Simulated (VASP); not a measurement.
# Al (C222_1) in VASP: further runs

Runs on Al. Level: PBE+D3(BJ). Tasks: single point.

Everything below comes from runs of VASP 6.6.1. Logs are shortened: lines on timing, memory, paths and dates and some standing lists are left out, and cuts for length are marked.

## Step 1: The cell of the first run

It takes space group C222_1 (No. 20, orthorhombic). Conventional cell: a = 2.814 Å, b = 4.875 Å, c = 9.241 Å, α = 90.00°, β = 90.00°, γ = 90.00°. Al (site symmetry 2) has 12 Al at 2.58 to 3.17 Å within 3.4 Å. Al (site symmetry 2) has 12 Al at 2.58 to 3.17 Å within 3.4 Å.

## Step 2: Single point, PBE+D3(BJ) (atoms displaced along a vibrational mode)

File INCAR:

```
SYSTEM = Al
PREC = Accurate
ENCUT = 520
EDIFF = 1E-7
ISMEAR = 0
SIGMA = 0.15
LREAL = .False.
LASPH = .True.
NELM = 80
ALGO = Fast
ISIF = 2
LWAVE = .False.
LCHARG = .False.
GGA = PE
IVDW = 12
NBANDS = 14
```

File KPOINTS:

```
Automatic mesh
0
Gamma
  18 18 4
  0 0 0
```

File POSCAR:

```
Al
1.0
    2.8144222649      0.0000000000      0.0000000000
   -1.4072111325      2.4373611784      0.0000000000
    0.0000000000      0.0000000000      9.2410470711
Al
4
Direct
   -0.2156748145      0.0000000000      0.0000000000
    0.3333333333      0.6666666667      0.2500000000
    0.2156748145      0.0000000000      0.5000000000
    0.6666666667      0.3333333333      0.7500000000
```

Potentials or basis: VASP PAW PBE potentials, release 64 (Al).

Run with:

```sh
cat potpaw_PBE.64/Al/POTCAR > POTCAR
mpirun -np 1 vasp_std > vasp.out
```

OUTCAR:

```text
SYSTEM = Al
   PREC = Accurate
   ENCUT = 520
   EDIFF = 1E-7
   ISMEAR = 0
   LREAL = .False.
   LASPH = .True.
   NELM = 80
   ISIF = 2
   GGA = PE
   IVDW = 12
 IVDW          = 12

 ion  position               nearest neighbor table
   1  0.784  0.000  0.000-   4 2.58   2 2.58   2 2.89   4 2.89   2 3.17   4 3.17
   2  0.333  0.667  0.250-   3 2.58   1 2.58   1 2.89   3 2.89   1 3.17   3 3.17
   3  0.216  0.000  0.500-   2 2.58   4 2.58   4 2.89   2 2.89   4 3.17   2 3.17
   4  0.667  0.333  0.750-   1 2.58   3 2.58   3 2.89   1 2.89   3 3.17   1 3.17

  LATTYP: Found a hexagonal cell.
 ALAT       =     2.8144222649
 C/A-ratio  =     3.2834614714

  Lattice vectors:

 A1 = (   2.8144222649,   0.0000000000,   0.0000000000)
 A2 = (  -1.4072111325,   2.4373611784,   0.0000000000)
 A3 = (   0.0000000000,   0.0000000000,   9.2410470711)

Analysis of symmetry for initial positions (statically):
=====================================================================
 Subroutine PRICEL returns:
 Original cell was already a primitive cell.

 Routine SETGRP: Setting up the symmetry group for a
 hexagonal supercell.

 Subroutine GETGRP returns: Found  4 space group operations
 (whereof  2 operations were pure point group operations)
 out of a pool of 24 trial point group operations.

The static configuration has the point symmetry C_2 .
 The point group associated with its full space group is D_2 .

Analysis of symmetry for dynamics (positions and initial velocities):
=====================================================================
 Subroutine PRICEL returns:
 Original cell was already a primitive cell.

 Routine SETGRP: Setting up the symmetry group for a
 hexagonal supercell.

 Subroutine GETGRP returns: Found  4 space group operations
 (whereof  2 operations were pure point group operations)
 out of a pool of 24 trial point group operations.

The dynamic configuration has the point symmetry C_2 .
 The point group associated with its full space group is D_2 .

 Subroutine INISYM returns: Found  4 space group operations
 (whereof  2 operations are pure point group operations),
 and found     1 'primitive' translations

----------------------------------------------------------------------------------------

                                     Primitive cell

  volume of cell :      63.3914

  direct lattice vectors                    reciprocal lattice vectors
     2.814422265  0.000000000  0.000000000     0.355312709  0.205139888  0.000000000
[... 105 lines left out ...]
   ISMEAR =     0;   SIGMA  =   0.15  broadening in eV -4-tet -1-fermi 0-gaus
   EFERMI_NEDOS =   21; number of points for ismear=-14 and -15
   IALGO  =     68    algorithm
   IMIX   =      4    mixing-type and parameters
     AMIX     =   0.40;   BMIX     =  1.00
     AMIX_MAG =   1.60;   BMIX_MAG =  1.00
  volume/ion in A,a.u.               =      15.85       106.95
  Fermi-wavevector in a.u.,A,eV,Ry     =   0.939994  1.776331 12.021957  0.883589
  Thomas-Fermi vector in A             =   2.067362
   LORBIT       =      0    0 simple, 1 ext, 2 COOP (PROOUT), +10 PAW based schemes
   GGA     = PE    functional components
   LHFCALC =     F    Hartree Fock is set to
   AEXX    =    0.0000 exact exchange contribution
   IVDW    =    12    specifies the selected vdW correction
   LEPSILON=     F    determine dielectric tensor
   LRPA    =     F    only Hartree local field effects (RPA)
 non-spin polarized calculation
 RMM-DIIS sequential band-by-band and
 Gauss-broadening in eV      SIGMA  =   0.15
  energy-cutoff  :      520.00
  volume of cell :       63.39
 maximum number of plane-waves:      1724
 NGX is ok and might be reduce to    24
   NGX = 11   NGY = 11   NGZ = 35

 number of electron      12.0000000 magnetization

 Free energy of the ion-electron system (eV)
  ---------------------------------------------------
  ext. energy  EPLUGINS =         0.00000000
  ---------------------------------------------------
  free energy    TOTEN  =       -14.59559387 eV

  energy without entropy =      -14.57950483  energy(sigma->0) =      -14.58754935

 E-fermi :   8.3804     XC(G=0): -10.3350

 val. band max:        8.3737966190   @ k =  -0.1667   0.5000   0.2500
 cond. band min:       8.3841072260   @ k =   0.4444   0.1111   0.2500
 fundamental gap:      0.0103106070
 Fermi energy:         8.3804047687

 k-point     1 :       0.0000    0.0000    0.0000
  band No.  band energies     occupation
      1      -2.9956      2.00000
      2      -1.2753      2.00000
      3      -1.2735      2.00000
      4       3.6050      2.00000
      5       3.9275      2.00000
      6      11.7566      0.00000
      7      11.7578      0.00000
      8      19.3146      0.00000
      9      19.6530      0.00000
     10      20.0168      0.00000
     11      20.0394      0.00000
     12      20.1863      0.00000
     13      20.6001      0.00000
     14      20.9142      0.00000
[... 377 lines left out ...]
      1      -2.4586      2.00000
      2      -0.7452      2.00000
      3      -0.7433      2.00000
      4       4.0984      2.00000
      5       4.4502      2.00000
      6      12.0530      0.00000
      7      12.1461      0.00000
      8      14.9317      0.00000
      9      15.9428      0.00000
     10      16.0639      0.00000
     11      16.1932      0.00000
     12      17.2349      0.00000
     13      17.4950      0.00000
     14      19.6240      0.00000

 [... further k-points ...]

------------------------ aborting loop because EDIFF is reached ----------------------------------------

 Edisp (eV)   -1.40343

 E8    (eV) :    -0.6280

  FORCE on cell =-STRESS in cart. coord.  units (eV):
  Direction    XX          YY          ZZ          XY          YZ          ZX
  --------------------------------------------------------------------------------------
  -------------------------------------------------------------------------------------
  Total       0.10216     0.32959     3.11512    -0.00000     0.00000     0.00000
  in kB       2.58211     8.33011    78.73264    -0.00000     0.00000     0.00000
  external pressure =       29.88 kB  Pullay stress =        0.00 kB

 VOLUME and BASIS-vectors are now :
 -----------------------------------------------------------------------------
  energy-cutoff  :      520.00
  volume of cell :       63.39
      direct lattice vectors                 reciprocal lattice vectors
     2.814422265  0.000000000  0.000000000     0.355312709  0.205139888  0.000000000
    -1.407211133  2.437361178  0.000000000     0.000000000  0.410279777  0.000000000
     0.000000000  0.000000000  9.241047071     0.000000000  0.000000000  0.108212846

 POSITION                                       TOTAL-FORCE (eV/Angst)
 -----------------------------------------------------------------------------------
      2.20742      0.00000      0.00000         0.522912      0.000000      0.000000
     -0.00000      1.62491      2.31026         0.000000     -0.458756      0.000000
      0.60700      0.00000      4.62052        -0.522912      0.000000      0.000000
      1.40721      0.81245      6.93079        -0.000000      0.458756      0.000000
 -----------------------------------------------------------------------------------
    total drift:                                0.000000      0.000000      0.000000

  FREE ENERGIE OF THE ION-ELECTRON SYSTEM (eV)
  ---------------------------------------------------
  free  energy   TOTEN  =       -15.9990208695 eV

  energy  without entropy=      -15.9829318357  energy(sigma->0) =      -15.99097635
```

stdout:

```text
POSCAR found type information on POSCAR Al
 POSCAR found :  1 types and       4 ions
 scaLAPACK will be used
 LDA part: xc-table for (Slater+PW92), standard interpolation
 POSCAR, INCAR and KPOINTS ok, starting setup
 FFT: planning ... GRIDC
 FFT: planning ... GRID_SOFT
 FFT: planning ... GRID
 WAVECAR not read
 entering main loop
```

It took 4.3 min on 1 thread of Intel Xeon 8259CL, shared host; peak memory 0.33 GiB.

What came out:

```
Free energy                : -15.9990 eV
Pressure                   : 3.0 GPa
Largest force              : 0.523 eV/Å
Band gap on the k mesh     : zero (bands 6 and 7 overlap by 5.49 eV)
Dispersion energy per atom : -0.351 eV
```

Forces on the atoms (eV/Å):
```
Al   0.523  0.000  0.000
Al   0.000 -0.459  0.000
Al  -0.523  0.000  0.000
Al   0.000  0.459  0.000
```

Levels at points of the mesh, in eV from the Fermi level:
```csv
k point,band 3,band 4,band 5,band 6,band 7,band 8,band 9,band 10
"(0.00, 0.00, 0.00)",-9.65,-4.78,-4.45,3.38,3.38,10.93,11.27,11.64
"(0.50, 0.00, 0.00)",-3.84,-3.80,-3.52,-3.48,0.86,1.26,1.44,1.70
"(0.00, 0.50, 0.00)",-3.99,-3.94,-3.33,-3.26,0.74,1.27,1.39,1.79
"(0.00, 0.00, 0.50)",-7.54,-7.54,-0.95,-0.95,8.14,8.14,11.52,11.52
"(0.50, 0.00, 0.50)",-4.85,-4.85,-2.09,-2.09,-1.00,-1.00,4.43,4.43
"(0.00, 0.50, 0.50)",-4.86,-4.86,-1.89,-1.89,-1.16,-1.16,4.42,4.42
```

Caveat: the cell differs from its parent crystal (atoms displaced along a vibrational mode).

## Step 3: Single point, PBE+D3(BJ) (atoms displaced along a vibrational mode)

File INCAR:

```
SYSTEM = Al
ALGO = Fast
EDIFF = 1E-7
ENCUT = 520
GGA = PE
ISIF = 2
ISMEAR = 0
IVDW = 12
LASPH = .True.
LCHARG = .False.
LREAL = .False.
LWAVE = .False.
NBANDS = 14
NELM = 60
PREC = Accurate
SIGMA = 0.15
```

File KPOINTS:

```
k-points
0
Gamma
  18 18 4
  0 0 0
```

File POSCAR:

```
Al
1.0
    2.8144222649      0.0000000000      0.0000000000
   -1.4072111325      2.4373611784      0.0000000000
    0.0000000000      0.0000000000      9.2410470711
Al
4
Direct
   -0.1078374073      0.0000000000      0.0000000000
    0.3333333333      0.6666666667      0.2500000000
    0.1078374073      0.0000000000      0.5000000000
    0.6666666667      0.3333333333      0.7500000000
```

Potentials or basis: VASP PAW PBE potentials, release 64 (Al).

Run with:

```sh
cat potpaw_PBE.64/Al/POTCAR > POTCAR
mpirun -np 1 vasp_std > vasp.out
```

It took 3.8 min on 1 thread of Intel Xeon 8259CL, shared host; peak memory 0.32 GiB.

The run converged. Its results:

```yaml
Free_energy: -16.2390 eV
Pressure: 0.8 GPa
Largest_force: 0.258 eV/Å
Band_gap_on_the_k_mesh: zero (bands 6 and 7 overlap by 5.54 eV)
Dispersion_energy_per_atom: -0.351 eV
```

Forces in eV/Å, atoms in the order of the input:
```
Al   0.258  0.000  0.000
Al   0.000 -0.127  0.000
Al  -0.258  0.000  0.000
Al   0.000  0.127  0.000
```

Stress tensor (GPa, compression positive):
```
0.06 0.00 0.00
0.00 0.15 0.00
0.00 0.00 2.23
```

Levels at points of the mesh, in eV from the Fermi level:
```csv
k point,band 3,band 4,band 5,band 6,band 7,band 8,band 9,band 10
"(0.00, 0.00, 0.00)",-9.66,-4.76,-4.47,3.43,3.43,11.14,11.19,11.30
"(0.50, 0.00, 0.00)",-3.94,-3.91,-3.37,-3.34,0.97,1.16,1.47,1.64
"(0.00, 0.50, 0.00)",-3.99,-3.94,-3.33,-3.26,0.81,1.28,1.38,1.74
"(0.00, 0.00, 0.50)",-7.54,-7.54,-0.93,-0.93,8.33,8.33,11.47,11.47
"(0.50, 0.00, 0.50)",-4.87,-4.87,-1.97,-1.97,-1.10,-1.10,4.56,4.56
"(0.00, 0.50, 0.50)",-4.86,-4.86,-1.87,-1.87,-1.18,-1.18,4.58,4.58
```

Caveat: the cell differs from its parent crystal (atoms displaced along a vibrational mode).

## Step 4: Single point, PBE+D3(BJ) (atoms displaced along a vibrational mode)

File INCAR:

```
SYSTEM = Al
ALGO = Fast ; EDIFF = 1E-7
ENCUT = 520 ; GGA = PE
ISIF = 2 ; ISMEAR = 0
IVDW = 12 ; LASPH = .True.
LCHARG = .False. ; LREAL = .False.
LWAVE = .False. ; NBANDS = 14
NELM = 100 ; PREC = Accurate
SIGMA = 0.15
```

KPOINTS is that of step 3.

File POSCAR:

```
Al
1.0
    2.8144222649      0.0000000000      0.0000000000
   -1.4072111325      2.4373611784      0.0000000000
    0.0000000000      0.0000000000      9.2410470711
Al
4
Direct
   -0.0539364693      0.0000000000      0.0000000000
    0.3333333333      0.6666666667      0.2500000000
    0.0539364693      0.0000000000      0.5000000000
    0.6666666667      0.3333333333      0.7500000000
```

Run with:

```sh
cat potpaw_PBE.64/Al/POTCAR > POTCAR
mpirun -np 1 vasp_std > vasp.out
```

It took 4 min on 1 thread of Intel Xeon 8259CL, shared host; peak memory 0.33 GiB.

Results (log left out):

- Free energy: -16.2968 eV
- Pressure: 0.2 GPa
- Largest force: 0.124 eV/Å
- Band gap on the k mesh: zero (bands 6 and 7 overlap by 5.52 eV)
- Dispersion energy per atom: -0.351 eV

Forces on the atoms (eV/Å):
```
Al   0.124  0.000  0.000
Al   0.000 -0.033  0.000
Al  -0.124  0.000  0.000
Al   0.000  0.033  0.000
```

Stress tensor (GPa, compression positive):
```
-0.05  0.00  0.00
 0.00 -0.05  0.00
 0.00  0.00  0.74
```

Levels at points of the mesh, in eV from the Fermi level:
```
           k point  band 4  band 5  band 6  band 7  band 8  band 9
(0.00, 0.00, 0.00)   -4.75   -4.47    3.44    3.45   11.11   11.15
(0.50, 0.00, 0.00)   -3.93   -3.34   -3.28    0.88    1.25    1.40
(0.00, 0.50, 0.00)   -3.94   -3.33   -3.26    0.84    1.28    1.38
(0.00, 0.00, 0.50)   -7.54   -0.93   -0.93    8.38    8.38   11.44
(0.50, 0.00, 0.50)   -4.86   -1.90   -1.90   -1.16   -1.16    4.64
(0.00, 0.50, 0.50)   -4.86   -1.87   -1.87   -1.19   -1.19    4.65
```

Caveat: the cell differs from its parent crystal (atoms displaced along a vibrational mode).

## Step 5: Single point, PBE+D3(BJ) (atoms displaced along a vibrational mode)

File INCAR:

```
SYSTEM = Al
PREC     = Accurate       ! precision mode
ENCUT    = 520            ! plane-wave cutoff, eV
EDIFF    = 1E-7           ! SCF threshold, eV
ISMEAR   = 0              ! smearing method
SIGMA    = 0.15           ! smearing width, eV
LREAL    = .FALSE.        ! projectors in reciprocal space
LASPH    = .TRUE.         ! aspherical terms in the spheres
NELM     = 80             ! most SCF steps
ALGO     = Fast           ! electronic algorithm
ISIF     = 2              ! what is computed and relaxed
LWAVE    = .FALSE.        ! write WAVECAR
LCHARG   = .TRUE.         ! write CHGCAR
GGA      = PE             ! functional
IVDW     = 12             ! dispersion correction
LELF     = .TRUE.         ! ELF
LVHAR    = .TRUE.       
NBANDS   = 14             ! bands
```

File KPOINTS:

```
regular mesh
0
G
  18 18 4
  0 0 0
```

File POSCAR:

```
Al
1.0
    2.8144222649      0.0000000000      0.0000000000
   -1.4072111325      2.4373611784      0.0000000000
    0.0000000000      0.0000000000      9.2410470711
Al
4
Direct
   -0.1617383453      0.0000000000      0.0000000000
    0.3333333333      0.6666666667      0.2500000000
    0.1617383453      0.0000000000      0.5000000000
    0.6666666667      0.3333333333      0.7500000000
```

Run with:

```sh
cat potpaw_PBE.64/Al/POTCAR > POTCAR
mpirun -np 1 vasp_std > vasp.out
```

It took 3.8 min on 1 thread of Intel Xeon 8259CL, shared host; peak memory 0.33 GiB.

Results (log left out):

```
Free energy                : -16.1395 eV
Pressure                   : 1.8 GPa
Largest force              : 0.398 eV/Å
Band gap on the k mesh     : zero (bands 6 and 7 overlap by 5.55 eV)
Dispersion energy per atom : -0.351 eV
```

Forces in eV/Å, atoms in the order of the input:
```
Al   0.398  0.000  0.000
Al   0.000 -0.273  0.000
Al  -0.398  0.000  0.000
Al   0.000  0.273  0.000
```

Stress tensor (GPa, compression positive):
```
0.14 0.00 0.00
0.00 0.47 0.00
0.00 0.00 4.67
```

Levels at points of the mesh, in eV from the Fermi level:
```
           k point  band 4  band 5  band 6  band 7  band 8  band 9
(0.00, 0.00, 0.00)   -4.77   -4.46    3.40    3.41   11.09   11.19
(0.50, 0.00, 0.00)   -3.88   -3.43   -3.42    1.03    1.10    1.55
(0.00, 0.50, 0.00)   -3.94   -3.33   -3.26    0.78    1.27    1.38
(0.00, 0.00, 0.50)   -7.54   -0.94   -0.94    8.24    8.24   11.50
(0.50, 0.00, 0.50)   -4.87   -2.04   -2.04   -1.04   -1.04    4.49
(0.00, 0.50, 0.50)   -4.86   -1.89   -1.89   -1.18   -1.18    4.50
```

Caveat: the cell differs from its parent crystal (atoms displaced along a vibrational mode).

## Step 6: Overview

```csv
cell,gap on the mesh (eV),pressure (GPa),largest force (eV/Å)
"as given, atomic positions A",none,3.0,0.52
"as given, atomic positions B",none,0.8,0.26
"as given, atomic positions C",none,0.2,0.12
"as given, atomic positions D",none,1.8,0.40
```

Alike in all rows: task single point; level PBE+D3(BJ); potentials or basis VASP PAW PBE potentials, release 64 (Al); no spin polarisation; k mesh 18 × 18 × 4; cutoff (eV) 520; smearing gaussian 0.15 eV.

Absolute energies hang on the potentials; compare differences alone.
